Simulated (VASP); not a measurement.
A run of VASP 6.6.1:

Contents of INCAR:

```
SYSTEM = CoO
PREC = Accurate
ENCUT = 520
EDIFF = 1E-6
ISMEAR = 0
SIGMA = 0.15
LREAL = .FALSE.
LASPH = .TRUE.
NELM = 150
ALGO = Normal
ISIF = 2
LWAVE = .FALSE.
LCHARG = .FALSE.
ISPIN = 2
MAGMOM = 2.64 0.33
LORBIT = 11
LMAXMIX = 4
GGA = PS
NBANDS = 18
```

File KPOINTS:

```
regular mesh
0
G
  18 18 18
  0 0 0
```

Contents of POSCAR:

```
CoO
1.0
    1.4452507627      0.8344159169      2.6351210587
   -1.4452507627      0.8344159169      2.6351210587
    0.0000000000     -1.6688318338      2.6351210587
Co O
1 1
Direct
    0.0000000000      0.0000000000      0.0000000000
    0.5000000000      0.5000000000      0.5000000000
```

Potentials or basis: VASP PAW PBE potentials, release 64 (Co, O).

The run is started by

```console
$ cat potpaw_PBE.64/Co/POTCAR potpaw_PBE.64/O/POTCAR > POTCAR
$ mpirun -np 1 vasp_std > vasp.out
```

Hardware: 1 thread of Intel(R) Xeon(R) 6975P-C (Granite Rapids), with other jobs on the host.

Task: How long does it take, and how much memory?

Result: Wall time 2.7 min on 1 thread of Intel(R) Xeon(R) 6975P-C (Granite Rapids), on a shared host, peak memory 0.4 GiB. Counts: scf iterations 17, k points 580.
